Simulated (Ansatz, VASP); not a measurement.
One calculation of Si2S, two programs

```xyz
3
Lattice="-1.5963 1.5963 4.5233 1.5963 -1.5963 4.5233 1.5963 1.5963 -4.5233" Properties=species:S:1:pos:R:3 pbc="T T T"
Si    0.0000    0.0000    6.0620
Si    0.0000    0.0000    2.9847
S     0.0000    0.0000    0.0000
```

Alike in both runs: functional PBE; k mesh 18 × 18 × 18; occupations gaussian, width 0.1 eV; no spin polarisation.

Ansatz relaxed the structure, and its values are those at the end. VASP's run is a single point on that final structure, the one shown.

```csv
,VASP,Ansatz
version,VASP 6.6.1,Ansatz 0.2.0
potentials or method,"VASP PAW PBE potentials, release 64 (Si, S), cutoff 520 eV","scalar-relativistic, plane waves, PAW"
valence electrons in the cell,14,14
```

|  | VASP | Ansatz | Ansatz less VASP |
| --- | --- | --- | --- |
| gap on the k mesh at the Fermi level (eV) | none | none | - |
| pressure (GPa) | 0.0 | 0.0 | +0.04 |

A gap of «none» marks a metal or a gap that the smearing closes.
